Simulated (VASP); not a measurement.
# As2Se (I4_1/amd) in VASP: further runs

As2Se is run at these levels: PBEsol, PBEsol+D3(BJ), r2SCAN; tasks: single point.

All numbers are computed with VASP 6.6.1; they aren't measurements. Logs are shortened: lines on timing, memory, paths and dates and some standing lists are left out, and cuts for length are marked.

## 1. The cell of the first run

It takes space group I4_1/amd (No. 141, tetragonal). The conventional cell has a = 6.940 Å, b = 6.940 Å, c = 5.231 Å, α = 90.00°, β = 90.00°, γ = 90.00°. As (site symmetry 2/m) has 2 Se at 2.62 Å and 6 As at 2.78 to 3.47 Å within 3.5 Å. Within 3.5 Å of Se (site symmetry -4m2) lie 4 As at 2.62 Å.

## 2. Single point, PBEsol

File INCAR:

```
SYSTEM = As2Se
PREC     = Accurate       ! precision mode
ENCUT    = 520            ! plane-wave cutoff, eV
EDIFF    = 1E-6           ! SCF threshold, eV
ISMEAR   = 0              ! smearing method
SIGMA    = 0.1            ! smearing width, eV
LREAL    = .FALSE.        ! projectors in reciprocal space
LASPH    = .TRUE.         ! aspherical terms in the spheres
NELM     = 100            ! most SCF steps
ALGO     = Normal         ! electronic algorithm
ISIF     = 2              ! what is computed and relaxed
LWAVE    = .FALSE.        ! write WAVECAR
LCHARG   = .FALSE.        ! write CHGCAR
GGA      = PS             ! functional
NBANDS   = 25             ! bands
```

File KPOINTS:

```
regular mesh
0
G
  8 8 8
  0 0 0
```

File POSCAR:

```
As2Se
1.0
   -3.4699911443      3.4699911443      2.6156404690
    3.4699911443     -3.4699911443      2.6156404690
    3.4699911443      3.4699911443     -2.6156404690
As Se
4 2
Direct
    0.8750000000      0.1250000000      0.7500000000
    0.3750000000      0.1250000000      0.2500000000
    0.8750000000      0.6250000000      0.7500000000
    0.8750000000      0.1250000000      0.2500000000
    0.5000000000      0.5000000000      0.0000000000
    0.2500000000      0.7500000000      0.5000000000
```

Potentials or basis: VASP PAW PBE potentials, release 64 (As, Se).

Started as:

```console
> cat potpaw_PBE.64/As/POTCAR potpaw_PBE.64/Se/POTCAR > POTCAR
> mpirun -np 1 vasp_std > vasp.out
```

OUTCAR:

```text
SYSTEM = As2Se
   PREC = Accurate
   ENCUT = 520
   EDIFF = 1E-6
   ISMEAR = 0
   LREAL = .FALSE.
   LASPH = .TRUE.
   NELM = 100
   ISIF = 2
   GGA = PS

 ion  position               nearest neighbor table
   1  0.875  0.125  0.750-   5 2.62   6 2.62   4 2.78   4 2.78   3 2.78   3 2.78
   2  0.375  0.125  0.250-   5 2.62   6 2.62   3 2.78   4 2.78   4 2.78   3 2.78
   3  0.875  0.625  0.750-   5 2.62   6 2.62   1 2.78   2 2.78   1 2.78   2 2.78
   4  0.875  0.125  0.250-   6 2.62   5 2.62   2 2.78   1 2.78   1 2.78   2 2.78
   5  0.500  0.500  0.000-   4 2.62   2 2.62   3 2.62   1 2.62
   6  0.250  0.750  0.500-   1 2.62   2 2.62   3 2.62   4 2.62

  LATTYP: Found a body centered tetragonal cell.
 ALAT       =     6.9399822886
 C/A-ratio  =     0.7537888024

  Lattice vectors:

 A1 = (  -3.4699911443,   3.4699911443,   2.6156404690)
 A2 = (   3.4699911443,  -3.4699911443,   2.6156404690)
 A3 = (   3.4699911443,   3.4699911443,  -2.6156404690)

Analysis of symmetry for initial positions (statically):
=====================================================================
 Subroutine PRICEL returns:
 Original cell was already a primitive cell.

 Routine SETGRP: Setting up the symmetry group for a
 body centered tetragonal supercell.

 Subroutine GETGRP returns: Found 16 space group operations
 (whereof  8 operations were pure point group operations)
 out of a pool of 16 trial point group operations.

The static configuration has the point symmetry D_2d.
 The point group associated with its full space group is D_4h.

Analysis of symmetry for dynamics (positions and initial velocities):
=====================================================================
 Subroutine PRICEL returns:
 Original cell was already a primitive cell.

 Routine SETGRP: Setting up the symmetry group for a
 body centered tetragonal supercell.

 Subroutine GETGRP returns: Found 16 space group operations
 (whereof  8 operations were pure point group operations)
 out of a pool of 16 trial point group operations.

The dynamic configuration has the point symmetry D_2d.
 The point group associated with its full space group is D_4h.

 Subroutine INISYM returns: Found 16 space group operations
 (whereof  8 operations are pure point group operations),
 and found     1 'primitive' translations

----------------------------------------------------------------------------------------

                                     Primitive cell

  volume of cell :     125.9780

  direct lattice vectors                    reciprocal lattice vectors
    -3.469991144  3.469991144  2.615640469     0.000000000  0.144092587  0.191157770
     3.469991144 -3.469991144  2.615640469     0.144092587  0.000000000  0.191157770
     3.469991144  3.469991144 -2.615640469     0.144092587  0.144092587  0.000000000

  length of vectors
     5.560867931  5.560867931  5.560867931     0.239382470  0.239382470  0.203777690

  position of ions in fractional coordinates (direct lattice)
     0.875000000  0.125000000  0.750000000
     0.375000000  0.125000000  0.250000000
     0.875000000  0.625000000  0.750000000
     0.875000000  0.125000000  0.250000000
     0.500000000  0.500000000  0.000000000
     0.250000000  0.750000000  0.500000000

  ion indices of the primitive-cell ions
   primitive index   ion index
                 1           1
                 2           2
                 3           3
                 4           4
                 5           5
                 6           6

----------------------------------------------------------------------------------------

 KPOINTS: regular mesh

Automatic generation of k-mesh.
 Grid dimensions read from file:
 generate k-points for:    8    8    8

 Generating k-lattice:

  Cartesian coordinates                     Fractional coordinates (reciprocal lattice)
     0.000000000  0.018011573  0.023894721     0.125000000  0.000000000  0.000000000
     0.018011573  0.000000000  0.023894721     0.000000000  0.125000000  0.000000000
     0.018011573  0.018011573  0.000000000     0.000000000  0.000000000  0.125000000

  Length of vectors
     0.029922809  0.029922809  0.025472211

  Shift w.r.t. Gamma in fractional coordinates (k-lattice)
     0.000000000  0.000000000  0.000000000

 Subroutine IBZKPT returns following result:
 ===========================================

 Found     59 irreducible k-points:

 Following reciprocal coordinates:
            Coordinates               Weight
  0.000000  0.000000  0.000000      1.000000
  0.125000 -0.000000  0.000000      8.000000
  0.250000 -0.000000  0.000000      8.000000
  0.375000  0.000000  0.000000      8.000000
  0.500000 -0.000000  0.000000      4.000000
  0.125000  0.125000  0.000000      8.000000
[... 16 lines left out ...]
  0.250000  0.125000  0.125000     16.000000
  0.375000  0.125000  0.125000      8.000000
 [... further k-points ...]
   k-points           NKPTS =     59   k-points in BZ     NKDIM =     59   number of bands    NBANDS=     25
   number of dos      NEDOS =    301   number of ions     NIONS =      6
   total plane-waves  NPLWV =  74088
   dimension x,y,z NGX =    42 NGY =   42 NGZ =   42
   dimension x,y,z NGXF=    84 NGYF=   84 NGZF=   84
   ions per type =               4   2
   NGX,Y,Z   is equivalent  to a cutoff of  12.56, 12.56, 12.56 a.u.
   NGXF,Y,Z  is equivalent  to a cutoff of  25.11, 25.11, 25.11 a.u.
 SYSTEM =  As2Se
   PREC   = accura    normal or accurate (medium, high low for compatibility)
   ISTART =      0    job   : 0-new  1-cont  2-samecut
   ICHARG =      2    charge: 1-file 2-atom 10-const
   ISPIN  =      1    spin polarized calculation?
   LNONCOLLINEAR =      F non collinear calculations
   LSORBIT =      F    spin-orbit coupling
   LASPH  =      T    aspherical Exc in radial PAW
   ENCUT  =  520.0 eV  38.22 Ry    6.18 a.u.  10.34 10.34 10.34*2*pi/ulx,y,z
   NELM   =    100;   NELMIN=  2; NELMDL= -5     # of ELM steps
   EDIFF  = 0.1E-05   stopping-criterion for ELM
   LREAL  =      F    real-space projection
   EDIFFG = 0.1E-04   stopping-criterion for IOM
   NSW    =      0    number of steps for IOM
   IBRION =     -1    ionic relax: 0-MD 1-quasi-New 2-CG
   NFREE  =      0    steps in history (QN), initial steepest desc. (CG)
   ISIF   =      2    stress and relaxation
   ISYM   =      2    0-nonsym 1-usesym 2-fastsym
   POTIM  = 0.5000    time-step for ionic-motion
   TEBEG  =    0.0;   TEEND  =   0.0 temperature during run
   PSTRESS=    0.0 pullay stress
   NELECT =      32.0000    total number of electrons
   NUPDOWN=      -1.0000    fix difference up-down
   EMIN   =  10.00;   EMAX   =-10.00  energy-range for DOS
   EFERMI =   0.00;   METHOD = LEGACY
   ISMEAR =     0;   SIGMA  =   0.10  broadening in eV -4-tet -1-fermi 0-gaus
   EFERMI_NEDOS =   21; number of points for ismear=-14 and -15
   IALGO  =     38    algorithm
   IMIX   =      4    mixing-type and parameters
     AMIX     =   0.40;   BMIX     =  1.00
     AMIX_MAG =   1.60;   BMIX_MAG =  1.00
  volume/ion in A,a.u.               =      21.00       141.69
  Fermi-wavevector in a.u.,A,eV,Ry     =   1.036796  1.959260 14.625522  1.074946
  Thomas-Fermi vector in A             =   2.171203
   LORBIT       =      0    0 simple, 1 ext, 2 COOP (PROOUT), +10 PAW based schemes
   GGA     = PS    functional components
   LHFCALC =     F    Hartree Fock is set to
   AEXX    =    0.0000 exact exchange contribution
   IVDW    =     0    specifies the selected vdW correction
   LEPSILON=     F    determine dielectric tensor
   LRPA    =     F    only Hartree local field effects (RPA)
 non-spin polarized calculation
 Gauss-broadening in eV      SIGMA  =   0.10
  energy-cutoff  :      520.00
  volume of cell :      125.98
 maximum number of plane-waves:      3426
 NGX is ok and might be reduce to    42
   NGX = 21   NGY = 21   NGZ = 21

 number of electron      32.0000001 magnetization

 Free energy of the ion-electron system (eV)
  ---------------------------------------------------
  ext. energy  EPLUGINS =         0.00000000
  ---------------------------------------------------
  free energy    TOTEN  =       -27.87962575 eV

  energy without entropy =      -27.86817877  energy(sigma->0) =      -27.87390226

 E-fermi :   5.1878     XC(G=0): -10.2928

 val. band max:        5.1816576662   @ k =   0.5000   0.5000   0.1250
 cond. band min:       5.1914773490   @ k =   0.5000   0.1250   0.0000
 fundamental gap:      0.0098196828
 Fermi energy:         5.1878399248

 k-point     1 :       0.0000    0.0000    0.0000
  band No.  band energies     occupation
      1     -10.3064      2.00000
      2      -7.9374      2.00000
      3      -5.3323      2.00000
      4      -5.3323      2.00000
      5      -5.2892      2.00000
      6      -3.5943      2.00000
[... 17 lines left out ...]
     24      10.9537      0.00000
     25      11.2350      0.00000

 k-point     2 :       0.1250   -0.0000    0.0000
  band No.  band energies     occupation
      1     -10.1954      2.00000
      2      -8.0050      2.00000
      3      -5.6436      2.00000
      4      -5.3712      2.00000
      5      -5.3056      2.00000
      6      -3.7247      2.00000
[... 17 lines left out ...]
     24      10.5722      0.00000
     25      11.6038      0.00000

 k-point     3 :       0.2500   -0.0000    0.0000
  band No.  band energies     occupation
      1      -9.8686      2.00000
      2      -8.1517      2.00000
      3      -6.4395      2.00000
      4      -5.4689      2.00000
      5      -5.4595      2.00000
      6      -3.5743      2.00000
[... 552 lines left out ...]
 k-point    23 :       0.2500    0.1250    0.1250
  band No.  band energies     occupation
      1      -9.2339      2.00000
      2      -8.4004      2.00000
      3      -7.2561      2.00000
      4      -6.5836      2.00000
      5      -4.6228      2.00000
      6      -3.1843      2.00000
[... 17 lines left out ...]
     24       9.7885      0.00000
     25      11.0736      0.00000

 k-point    24 :       0.3750    0.1250    0.1250
  band No.  band energies     occupation
      1      -8.7710      2.00000
      2      -8.5763      2.00000
      3      -7.6994      2.00000
      4      -6.7369      2.00000
      5      -4.5759      2.00000
      6      -2.9663      2.00000
[... 17 lines left out ...]
     24       9.7766      0.00000
     25      11.1127      0.00000

 [... further k-points ...]
[... 5 lines left out ...]
  --------------------------------------------------------------------------------------
  -------------------------------------------------------------------------------------
  Total        0.1509694      0.1509694      0.2309282      0.0000000     -0.0000000      0.0000000
  in kB        1.9200154      1.9200154      2.9369244      0.0000000     -0.0000000      0.0000000
  external PRESSURE =       2.2589851 kB  Pullay stress =       0.0000000 kB

 VOLUME and BASIS-vectors are now :
 -----------------------------------------------------------------------------
  energy-cutoff  :      520.00
  volume of cell :      125.98
      direct lattice vectors                 reciprocal lattice vectors
    -3.469991144  3.469991144  2.615640469     0.000000000  0.144092587  0.191157770
     3.469991144 -3.469991144  2.615640469     0.144092587  0.000000000  0.191157770
     3.469991144  3.469991144 -2.615640469     0.144092587  0.144092587  0.000000000

 POSITION                                       TOTAL-FORCE (eV/Angst)
 -----------------------------------------------------------------------------------
      0.00000      5.20499      0.65391        -0.000000     -0.000000      0.000000
     -0.00000      1.73500      0.65391        -0.000000     -0.000000      0.000000
      1.73500      3.46999      1.96173        -0.000000     -0.000000      0.000000
     -1.73500      3.46999      1.96173        -0.000000     -0.000000      0.000000
      0.00000      0.00000      2.61564         0.000000     -0.000000     -0.000000
      3.46999     -0.00000      1.30782        -0.000000      0.000000      0.000000
 -----------------------------------------------------------------------------------
    total drift:                               -0.000000      0.000000     -0.000000

  FREE ENERGIE OF THE ION-ELECTRON SYSTEM (eV)
  ---------------------------------------------------
  free  energy   TOTEN  =       -27.8796257456 eV

  energy  without entropy=      -27.8681787747  energy(sigma->0) =      -27.87390226
```

It took 4.2 min on 1 thread of Intel Xeon Platinum 8488C (Sapphire Rapids), shared host; peak memory 0.34 GiB.

Results:

| Property | Result |
| --- | --- |
| Free energy | -27.8796 eV |
| Pressure | 0.2 GPa |
| Band gap on the k mesh | zero (band 16 reaches 5.46 eV, above the bottom of band 17 at 5.04 eV) |

Caveat: the PAW data sets were made with another functional, which shifts forces and pressure a little.

## 3. Single point, PBEsol

File INCAR:

```
PREC = Accurate
ENCUT = 520
EDIFF = 1E-6
ISMEAR = 0
SIGMA = 0.1
LREAL = False
LASPH = True
NELM = 80
ALGO = Normal
ISIF = 2
LWAVE = False
LCHARG = True
GGA = PS
LELF = True
LVHAR = True
NBANDS = 25
```

File KPOINTS:

```
Automatic mesh
0
Gamma
  8 8 8
```

POSCAR is that of step 2.

Potentials or basis: VASP PAW PBE potentials, release 64 (As, Se).

Started as:

```console
> cat potpaw_PBE.64/As/POTCAR potpaw_PBE.64/Se/POTCAR > POTCAR
> mpirun -np 1 vasp_std > vasp.out
```

Run time: 5.1 min. Hardware: 1 thread of Intel Xeon Platinum 8488C (Sapphire Rapids), shared host; peak memory 0.34 GiB.

The run converged. Its results:

| Property | Result |
| --- | --- |
| Free energy | -27.8796 eV |
| Pressure | 0.2 GPa |
| Band gap on the k mesh | zero (band 16 reaches 5.46 eV, above the bottom of band 17 at 5.04 eV) |

Stress tensor (GPa, compression positive):
```
0.19 0.00 0.00
0.00 0.19 0.00
0.00 0.00 0.29
```

Levels at points of the mesh, in eV from the Fermi level:
| k point | band 13 | band 14 | band 15 | band 16 | band 17 | band 18 | band 19 | band 20 |
| --- | --- | --- | --- | --- | --- | --- | --- | --- |
| (0.00, 0.00, 0.00) | -3.01 | -2.91 | -2.91 | -1.03 | 2.50 | 3.14 | 3.14 | 3.24 |
| (0.50, 0.00, 0.00) | -1.84 | -1.52 | -0.54 | -0.06 | 0.19 | 0.48 | 1.56 | 2.59 |
| (0.50, 0.50, 0.00) | -1.45 | -1.45 | -1.23 | -1.23 | -0.08 | -0.08 | 1.87 | 1.87 |
| (0.50, 0.50, 0.50) | -0.76 | -0.76 | -0.37 | -0.37 | 0.38 | 0.38 | 0.47 | 0.47 |

Caveat: the PAW data sets were made with another functional, which shifts forces and pressure a little.

## 4. Single point, PBEsol+D3(BJ)

This run uses another cell than the first one, of 22.04 Å³/atom, 1.050 times its volume.

File INCAR:

```
SYSTEM = As2Se
PREC = Accurate
ENCUT = 520
EDIFF = 1E-7
ISMEAR = 0
SIGMA = 0.1
LREAL = .FALSE.
LASPH = .TRUE.
NELM = 60
ALGO = Normal
ISIF = 2
LWAVE = .FALSE.
LCHARG = .TRUE.
GGA = PS
IVDW = 12
LELF = .TRUE.
LVHAR = .TRUE.
NBANDS = 25
```

File KPOINTS:

```
Automatic mesh
0
G
  8 8 8
  0 0 0
```

POSCAR: that of step 3 with these lines changed.

```diff
@@ -2,5 +2,5 @@
 1.0
-   -3.4699911443      3.4699911443      2.6156404690
-    3.4699911443     -3.4699911443      2.6156404690
-    3.4699911443      3.4699911443     -2.6156404690
+   -3.5294180000      3.5294180000      2.6535710000
+    3.5294180000     -3.5294180000      2.6535710000
+    3.5294180000      3.5294180000     -2.6535710000
 As Se
```

Started as:

```console
> cat potpaw_PBE.64/As/POTCAR potpaw_PBE.64/Se/POTCAR > POTCAR
> mpirun -np 1 vasp_std > vasp.out
```

It took 5 min on 1 thread of Intel Xeon Platinum 8488C (Sapphire Rapids), shared host; peak memory 0.35 GiB.

Results (log left out):

- Free energy: -29.9330 eV
- Pressure: -5.9 GPa
- Band gap on the k mesh: zero (band 16 reaches 4.91 eV, above the bottom of band 17 at 4.51 eV)
- Dispersion energy per atom: -0.353 eV

Stress tensor (GPa, compression positive):
```
-5.63  0.00  0.00
 0.00 -5.63  0.00
 0.00  0.00 -6.54
```

Levels at points of the mesh, in eV from the Fermi level:
| k point | band 13 | band 14 | band 15 | band 16 | band 17 | band 18 | band 19 | band 20 |
| --- | --- | --- | --- | --- | --- | --- | --- | --- |
| (0.00, 0.00, 0.00) | -2.84 | -2.68 | -2.68 | -1.06 | 2.31 | 3.01 | 3.01 | 3.41 |
| (0.50, 0.00, 0.00) | -1.76 | -1.40 | -0.46 | -0.02 | 0.18 | 0.46 | 1.46 | 2.57 |
| (0.50, 0.50, 0.00) | -1.33 | -1.33 | -1.15 | -1.15 | -0.05 | -0.05 | 1.84 | 1.84 |
| (0.50, 0.50, 0.50) | -0.66 | -0.66 | -0.30 | -0.30 | 0.27 | 0.27 | 0.46 | 0.46 |

Caveat: three body term missing; the PAW data sets were made with another functional, which shifts forces and pressure a little; pairwise dispersion overbinds metals, which lowers pressure and volume.

(Part 1 of 2 ends here.)
